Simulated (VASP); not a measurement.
A run of VASP 6.6.1:

Contents of INCAR:

```
SYSTEM = Co4HC
PREC = Accurate ; ENCUT = 520
EDIFF = 1E-7 ; ISMEAR = 0
SIGMA = 0.1 ; LREAL = .False.
LASPH = .True. ; NELM = 150
ALGO = Normal ; ISIF = 2
LWAVE = .False. ; LCHARG = .False.
ISPIN = 2 ; MAGMOM = 1.94 1.89 1.88 1.92 1 0
LORBIT = 11 ; LMAXMIX = 4
LDIPOL = .True. ; IDIPOL = 3
DIPOL = 0.5 0.5 0.502 ; GGA = PS
NBANDS = 34
```

KPOINTS

```
Automatic mesh
0
Gamma
  12 12 1
  0 0 0
```

Contents of POSCAR:

```
Co4HC
1.0
    2.4564222732      0.0000000000      0.0000000000
   -1.2282111366      2.1273240910      0.0000000000
    0.0000000000      0.0000000000     26.0541203316
Co C H
4 1 1
Direct
    0.6666666666      0.3333333333      0.3262439834
    0.3333333334      0.6666666667      0.4024202945
    0.6695788000      0.3391576000      0.4787870283
    0.3383040667      0.6766081334      0.5576854863
   -0.3281737691     -0.6563475382      0.6021729956
   -0.3277513960     -0.6555027920      0.6444845632
```

Potentials or basis: VASP PAW PBE potentials, release 64 (Co, C, H).

Command:

```console
$ cat potpaw_PBE.64/Co/POTCAR potpaw_PBE.64/C/POTCAR potpaw_PBE.64/H/POTCAR > POTCAR
$ mpirun -np 1 vasp_std > vasp.out
```

Hardware: 1 thread of Intel(R) Xeon(R) 6975P-C (Granite Rapids), on a shared host.

Estimate the wall time of this run.

Run time: 12 min on 1 thread of Intel(R) Xeon(R) 6975P-C (Granite Rapids), with other jobs on the host, peak memory 0.48 GiB. Counts: scf iterations 58, k points 43.
